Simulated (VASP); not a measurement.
The system is NbAs.

```xyz
2
Lattice="0.0000 2.8724 2.8724 2.8724 0.0000 2.8724 2.8724 2.8724 0.0000" Properties=species:S:1:pos:R:3 pbc="T T T"
Nb    0.0000    0.0000    0.0000
As    1.4362    1.4362    1.4362
```

Base run:

| Quantity | Value |
| --- | --- |
| Program | VASP 6.6.1 |
| Functional | PBEsol |
| Potentials or basis | VASP PAW PBE potentials, release 64 (Nb_sv, As) |
| Cutoff | 520 eV |
| k mesh | 12 × 12 × 12 |
| Occupations | gaussian, width 0.1 eV |
| Spin | collinear spin |
| Starting moments | [1.16, -0.02] μB |
| Fixed moment | 1.75 μB |

Its results: pressure 4.5 GPa; site moments Nb +1.27; As -0.03 μB.

Problem. After a change of settings the same cell gave: pressure 1.7 GPa; site moments Nb +0.77; As -0.02 μB. Which change was it?
A. fixed moment from 1.75 μB to 2 μB; moments at the start from [1.16, -0.02] to [1.29, -0.02]
B. fixed moment from 1.75 μB to 1.5 μB; moments at the start from [1.16, -0.02] to [1.01, -0.02]
C. fixed moment from 1.75 μB to 1 μB; moments at the start from [1.16, -0.02] to [0.7, -0.01]

Solution. C.

Caveats: the PAW data sets were made with another functional, which shifts forces and pressure a little; the total moment is fixed, so each spin has its own Fermi level; the cell stands under pressure (at least some runs).
